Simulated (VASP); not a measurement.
# Ag in VASP: a series of runs

Ag is run at these levels: PBE; tasks: single point.

Program: VASP 6.6.1. These are calculated values, not measurements. Logs are shortened: lines on timing, memory, paths and dates and some standing lists are left out, and cuts for length are marked.

### Step 1. The cell of the first run

It takes space group Fm-3m (No. 225, cubic). The conventional cell has a = 4.224 Å, b = 4.224 Å, c = 4.224 Å, α = 90.00°, β = 90.00°, γ = 90.00°. Within 3.9 Å of Ag (site symmetry m-3m) lie 12 Ag at 2.99 Å.

### Step 2. Single point, PBE (strained)

INCAR reads:

```
SYSTEM = Ag
PREC = Accurate ; ENCUT = 500
EDIFF = 1E-6 ; ISMEAR = 0
SIGMA = 0.1 ; LREAL = .FALSE.
LASPH = .TRUE. ; NELM = 120
ALGO = Normal ; ISIF = 2
LWAVE = .FALSE. ; LCHARG = .FALSE.
GGA = PE ; NBANDS = 12
GGA_COMPAT = .FALSE.
```

KPOINTS reads:

```
regular mesh
0
G
  18 18 18
  0 0 0
```

POSCAR reads:

```
Ag
1.0
    0.0000000000      2.1122180730      2.1122180730
    2.1122180730      0.0000000000      2.1122180730
    2.1122180730      2.1122180730      0.0000000000
Ag
1
Direct
    0.0000000000      0.0000000000      0.0000000000
```

Potentials or basis: VASP PAW PBE potentials, release 64 (Ag).

Run with:

```
$ cat potpaw_PBE.64/Ag/POTCAR > POTCAR
$ mpirun -np 1 vasp_std > vasp.out
```

OUTCAR:

```text
SYSTEM = Ag
   PREC = Accurate
   ENCUT = 500
   EDIFF = 1E-6
   ISMEAR = 0
   LREAL = .FALSE.
   LASPH = .TRUE.
   NELM = 120
   ISIF = 2
   GGA = PE

 ion  position               nearest neighbor table
   1  0.000  0.000  0.000-

  LATTYP: Found a face centered cubic cell.
 ALAT       =     4.2244361460

  Lattice vectors:

 A1 = (   0.0000000000,   2.1122180730,   2.1122180730)
 A2 = (   2.1122180730,   0.0000000000,   2.1122180730)
 A3 = (   2.1122180730,   2.1122180730,   0.0000000000)

Analysis of symmetry for initial positions (statically):
=====================================================================
 Subroutine PRICEL returns:
 Original cell was already a primitive cell.

 Routine SETGRP: Setting up the symmetry group for a
 face centered cubic supercell.

 Subroutine GETGRP returns: Found 48 space group operations
 (whereof 48 operations were pure point group operations)
 out of a pool of 48 trial point group operations.

The static configuration has the point symmetry O_h .

Analysis of symmetry for dynamics (positions and initial velocities):
=====================================================================
 Subroutine PRICEL returns:
 Original cell was already a primitive cell.

 Routine SETGRP: Setting up the symmetry group for a
 face centered cubic supercell.

 Subroutine GETGRP returns: Found 48 space group operations
 (whereof 48 operations were pure point group operations)
 out of a pool of 48 trial point group operations.

The dynamic configuration has the point symmetry O_h .

 Subroutine INISYM returns: Found 48 space group operations
 (whereof 48 operations are pure point group operations),
 and found     1 'primitive' translations

----------------------------------------------------------------------------------------

                                     Primitive cell

  volume of cell :      18.8472

  direct lattice vectors                    reciprocal lattice vectors
     0.000000000  2.112218073  2.112218073    -0.236717982  0.236717982  0.236717982
     2.112218073  0.000000000  2.112218073     0.236717982 -0.236717982  0.236717982
     2.112218073  2.112218073  0.000000000     0.236717982  0.236717982 -0.236717982

  length of vectors
     2.987127446  2.987127446  2.987127446     0.410007572  0.410007572  0.410007572

  position of ions in fractional coordinates (direct lattice)
     0.000000000  0.000000000  0.000000000

  ion indices of the primitive-cell ions
   primitive index   ion index
                 1           1

----------------------------------------------------------------------------------------

 KPOINTS: regular mesh

Automatic generation of k-mesh.
 Grid dimensions read from file:
 generate k-points for:   18   18   18

 Generating k-lattice:

  Cartesian coordinates                     Fractional coordinates (reciprocal lattice)
    -0.013150999  0.013150999  0.013150999     0.055555556  0.000000000  0.000000000
     0.013150999 -0.013150999  0.013150999     0.000000000  0.055555556  0.000000000
     0.013150999  0.013150999 -0.013150999     0.000000000  0.000000000  0.055555556

  Length of vectors
     0.022778198  0.022778198  0.022778198

  Shift w.r.t. Gamma in fractional coordinates (k-lattice)
     0.000000000  0.000000000  0.000000000

 Subroutine IBZKPT returns following result:
 ===========================================

 Found    195 irreducible k-points:

 Following reciprocal coordinates:
            Coordinates               Weight
  0.000000  0.000000  0.000000      1.000000
  0.055556  0.000000  0.000000      8.000000
  0.111111  0.000000  0.000000      8.000000
  0.166667  0.000000  0.000000      8.000000
  0.222222  0.000000  0.000000      8.000000
  0.277778  0.000000  0.000000      8.000000
[... 16 lines left out ...]
 -0.277778  0.055556  0.000000     24.000000
 -0.222222  0.055556  0.000000     24.000000
 [... further k-points ...]
   k-points           NKPTS =    195   k-points in BZ     NKDIM =    195   number of bands    NBANDS=     12
   number of dos      NEDOS =    301   number of ions     NIONS =      1
   total plane-waves  NPLWV =  13824
   dimension x,y,z NGX =    24 NGY =   24 NGZ =   24
   dimension x,y,z NGXF=    48 NGYF=   48 NGZF=   48
   ions per type =               1
   NGX,Y,Z   is equivalent  to a cutoff of  13.36, 13.36, 13.36 a.u.
   NGXF,Y,Z  is equivalent  to a cutoff of  26.71, 26.71, 26.71 a.u.
 SYSTEM =  Ag
   PREC   = accura    normal or accurate (medium, high low for compatibility)
   ISTART =      0    job   : 0-new  1-cont  2-samecut
   ICHARG =      2    charge: 1-file 2-atom 10-const
   ISPIN  =      1    spin polarized calculation?
   LNONCOLLINEAR =      F non collinear calculations
   LSORBIT =      F    spin-orbit coupling
   LASPH  =      T    aspherical Exc in radial PAW
   ENCUT  =  500.0 eV  36.75 Ry    6.06 a.u.   5.45  5.45  5.45*2*pi/ulx,y,z
   NELM   =    120;   NELMIN=  2; NELMDL= -5     # of ELM steps
   EDIFF  = 0.1E-05   stopping-criterion for ELM
   LREAL  =      F    real-space projection
[... 7 lines left out ...]
   TEBEG  =    0.0;   TEEND  =   0.0 temperature during run
   PSTRESS=    0.0 pullay stress
   NELECT =      11.0000    total number of electrons
   NUPDOWN=      -1.0000    fix difference up-down
   EMIN   =  10.00;   EMAX   =-10.00  energy-range for DOS
   EFERMI =   0.00;   METHOD = LEGACY
   ISMEAR =     0;   SIGMA  =   0.10  broadening in eV -4-tet -1-fermi 0-gaus
   EFERMI_NEDOS =   21; number of points for ismear=-14 and -15
   IALGO  =     38    algorithm
   IMIX   =      4    mixing-type and parameters
     AMIX     =   0.40;   BMIX     =  1.00
     AMIX_MAG =   1.60;   BMIX_MAG =  1.00
  volume/ion in A,a.u.               =      18.85       127.19
  Fermi-wavevector in a.u.,A,eV,Ry     =   1.368118  2.585369 25.466672  1.871748
  Thomas-Fermi vector in A             =   2.494111
   LORBIT       =      0    0 simple, 1 ext, 2 COOP (PROOUT), +10 PAW based schemes
   GGA     = PE    functional components
   LHFCALC =     F    Hartree Fock is set to
   AEXX    =    0.0000 exact exchange contribution
   IVDW    =     0    specifies the selected vdW correction
   LEPSILON=     F    determine dielectric tensor
   LRPA    =     F    only Hartree local field effects (RPA)
 non-spin polarized calculation
 Gauss-broadening in eV      SIGMA  =   0.10
  energy-cutoff  :      500.00
  volume of cell :       18.85
 maximum number of plane-waves:       531
 NGX is ok and might be reduce to    24
   NGX = 11   NGY = 11   NGZ = 11

 number of electron      11.0000003 magnetization

 Free energy of the ion-electron system (eV)
  ---------------------------------------------------
  ext. energy  EPLUGINS =         0.00000000
  ---------------------------------------------------
  free energy    TOTEN  =        -2.70629334 eV

  energy without entropy =       -2.70502271  energy(sigma->0) =       -2.70565802

 E-fermi :   7.1002     XC(G=0): -11.6217

 val. band max:        7.0620879911   @ k =   0.4444   0.3333   0.0000
 cond. band min:       7.1118413935   @ k =   0.5000   0.0556   0.0000
 fundamental gap:      0.0497534024
 Fermi energy:         7.1001614190

 k-point     1 :       0.0000    0.0000    0.0000
  band No.  band energies     occupation
      1       0.0525      2.00000
      2       2.6442      2.00000
      3       2.6442      2.00000
      4       2.6442      2.00000
      5       3.5083      2.00000
      6       3.5083      2.00000
      7      22.8874      0.00000
      8      25.8735      0.00000
      9      25.8735      0.00000
     10      25.8735      0.00000
     11      30.4576      0.00000
     12      31.0168      0.00000

 k-point     2 :       0.0556    0.0000    0.0000
  band No.  band energies     occupation
      1       0.1417      2.00000
      2       2.6261      2.00000
      3       2.6671      2.00000
      4       2.6671      2.00000
      5       3.5000      2.00000
      6       3.5000      2.00000
      7      22.8710      0.00000
      8      25.0349      0.00000
      9      25.8801      0.00000
     10      25.8801      0.00000
     11      30.3476      0.00000
     12      30.9667      0.00000

 k-point     3 :       0.1111    0.0000    0.0000
  band No.  band energies     occupation
      1       0.4000      2.00000
      2       2.5851      2.00000
      3       2.7267      2.00000
      4       2.7267      2.00000
      5       3.4838      2.00000
      6       3.4838      2.00000
      7      22.3565      0.00000
      8      23.8526      0.00000
      9      25.8820      0.00000
     10      25.8820      0.00000
     11      29.5735      0.00000
     12      30.7368      0.00000
[... 286 lines left out ...]
 k-point    23 :      -0.2778    0.0556    0.0000
  band No.  band energies     occupation
      1       1.4734      2.00000
      2       2.7590      2.00000
      3       2.8095      2.00000
      4       3.2675      2.00000
      5       3.6349      2.00000
      6       4.1066      2.00000
      7      15.8558      0.00000
      8      22.4732      0.00000
      9      24.2438      0.00000
     10      26.2593      0.00000
     11      28.3627      0.00000
     12      28.4581      0.00000

 k-point    24 :      -0.2222    0.0556    0.0000
  band No.  band energies     occupation
      1       1.3492      2.00000
      2       2.6851      2.00000
      3       2.8519      2.00000
      4       2.8890      2.00000
      5       3.4746      2.00000
      6       3.7906      2.00000
      7      17.9238      0.00000
      8      22.7370      0.00000
      9      24.7840      0.00000
     10      26.9445      0.00000
     11      27.9296      0.00000
     12      28.7404      0.00000

 [... further k-points ...]
[... 5 lines left out ...]
  --------------------------------------------------------------------------------------
  -------------------------------------------------------------------------------------
  Total       -0.5091245     -0.5091245     -0.5091245      0.0000000      0.0000000      0.0000000
  in kB      -43.2801079    -43.2801079    -43.2801079      0.0000000      0.0000000      0.0000000
  external PRESSURE =     -43.2801079 kB  Pullay stress =       0.0000000 kB

 VOLUME and BASIS-vectors are now :
 -----------------------------------------------------------------------------
  energy-cutoff  :      500.00
  volume of cell :       18.85
      direct lattice vectors                 reciprocal lattice vectors
     0.000000000  2.112218073  2.112218073    -0.236717982  0.236717982  0.236717982
     2.112218073  0.000000000  2.112218073     0.236717982 -0.236717982  0.236717982
     2.112218073  2.112218073  0.000000000     0.236717982  0.236717982 -0.236717982

 POSITION                                       TOTAL-FORCE (eV/Angst)
 -----------------------------------------------------------------------------------
      0.00000      0.00000      0.00000         0.000000      0.000000      0.000000
 -----------------------------------------------------------------------------------
    total drift:                               -0.000000      0.000000      0.000000

  FREE ENERGIE OF THE ION-ELECTRON SYSTEM (eV)
  ---------------------------------------------------
  free  energy   TOTEN  =        -2.7062933412 eV

  energy  without entropy=       -2.7050227062  energy(sigma->0) =       -2.70565802
```

Wall time 44 s (1 thread of Intel Xeon 8259CL, shared host); peak memory 0.17 GiB.

Results:

```
Free energy            : -2.7063 eV
Pressure               : -4.3 GPa
Band gap on the k mesh : zero (an odd number of electrons rules out a gap without spin polarisation)
```

Levels at points of the mesh, in eV from the Fermi level:
```csv
k point,band 4,band 5,band 6,band 7,band 8,band 9
"(0.00, 0.00, 0.00)",-4.46,-3.59,-3.59,15.79,18.77,18.77
"(0.50, 0.00, 0.00)",-2.92,-2.92,-0.12,3.10,15.01,16.85
"(0.50, 0.50, 0.00)",-2.75,-2.75,1.71,6.01,10.18,10.18
```

Caveat: the cell differs from its parent crystal (strained); the cell stands under tension.

### Step 3. Single point, PBE (strained)

INCAR reads:

```
SYSTEM = Ag
  ALGO = Normal
  EDIFF = 1E-6
  ENCUT = 500
  GGA = PE
  GGA_COMPAT = .False.
  ISIF = 2
  ISMEAR = 0
  LASPH = .True.
  LCHARG = .True.
  LELF = .True.
  LREAL = .False.
  LVHAR = .True.
  LWAVE = .False.
  NBANDS = 12
  NELM = 120
  PREC = Accurate
  SIGMA = 0.1
```

KPOINTS reads:

```
k-points
0
Gamma
  16 16 16
  0 0 0
```

POSCAR reads:

```
Ag
1.0
    0.0000000000      1.9842995820      1.9536530820
    1.9842995820      0.0000000000      1.9536530820
    1.9842995820      1.9842995820      0.0000000000
Ag
1
Direct
    0.0000000000      0.0000000000      0.0000000000
```

Potentials or basis: VASP PAW PBE potentials, release 64 (Ag).

Run with:

```
$ cat potpaw_PBE.64/Ag/POTCAR > POTCAR
$ mpirun -np 1 vasp_std > vasp.out
```

OUTCAR:

```text
SYSTEM = Ag
   EDIFF = 1E-6
   ENCUT = 500
   GGA = PE
   ISIF = 2
   ISMEAR = 0
   LASPH = .True.
   LREAL = .False.
   NELM = 120
   PREC = Accurate

 ion  position               nearest neighbor table
   1  0.000  0.000  0.000-

  LATTYP: Found a body centered tetragonal cell.
 ALAT       =     2.8062233807
 C/A-ratio  =     1.3923717516

  Lattice vectors:

 A1 = (   0.0000000000,  -1.9842995820,  -1.9536530820)
[... 530 lines left out ...]
      2       4.5995      2.00000
      3       4.7930      2.00000
      4       4.9329      2.00000
      5       5.8222      2.00000
      6       6.0483      2.00000
      7      26.3101      0.00000
      8      28.3264      0.00000
      9      30.0072      0.00000
     10      30.8948      0.00000
     11      34.8720      0.00000
     12      37.2286      0.00000

 [... further k-points ...]
[... 5 lines left out ...]
  --------------------------------------------------------------------------------------
  -------------------------------------------------------------------------------------
  Total        1.9539647      1.9539647      1.9907254      0.0000000      0.0000000     -0.0000000
  in kB      203.4863929    203.4863929    207.3146582      0.0000000      0.0000000     -0.0000000
  external PRESSURE =     204.7624814 kB  Pullay stress =       0.0000000 kB

 VOLUME and BASIS-vectors are now :
 -----------------------------------------------------------------------------
  energy-cutoff  :      500.00
  volume of cell :       15.38
      direct lattice vectors                 reciprocal lattice vectors
     0.000000000  1.984299582  1.953653082    -0.251978081  0.251978081  0.255930802
     1.984299582  0.000000000  1.953653082     0.251978081 -0.251978081  0.255930802
     1.984299582  1.984299582  0.000000000     0.251978081  0.251978081 -0.255930802

 POSITION                                       TOTAL-FORCE (eV/Angst)
 -----------------------------------------------------------------------------------
      0.00000      0.00000      0.00000        -0.000000      0.000000      0.000000
 -----------------------------------------------------------------------------------
    total drift:                                0.000000      0.000000      0.000000

  FREE ENERGIE OF THE ION-ELECTRON SYSTEM (eV)
  ---------------------------------------------------
  free  energy   TOTEN  =        -2.5867249254 eV

  energy  without entropy=       -2.5855432059  energy(sigma->0) =       -2.58613407
```

stdout:

```text
POSCAR found type information on POSCAR Ag
 POSCAR found :  1 types and       1 ions
 scaLAPACK will be used
 LDA part: xc-table for (Slater+PW92), standard interpolation
 POSCAR, INCAR and KPOINTS ok, starting setup
 FFT: planning ... GRIDC
 FFT: planning ... GRID_SOFT
 FFT: planning ... GRID
 WAVECAR not read
 entering main loop
```

Wall time 65 s (1 thread of Intel Xeon 8259CL, shared host); peak memory 0.17 GiB.

Results:

- Free energy: -2.5867 eV
- Pressure: 20.5 GPa
- Band gap on the k mesh: zero (an odd number of electrons rules out a gap without spin polarisation)

Caveat: the cell differs from its parent crystal (strained); the cell stands under pressure.

The gap in the log of VASP goes by the Fermi energy; the results here count the filled bands.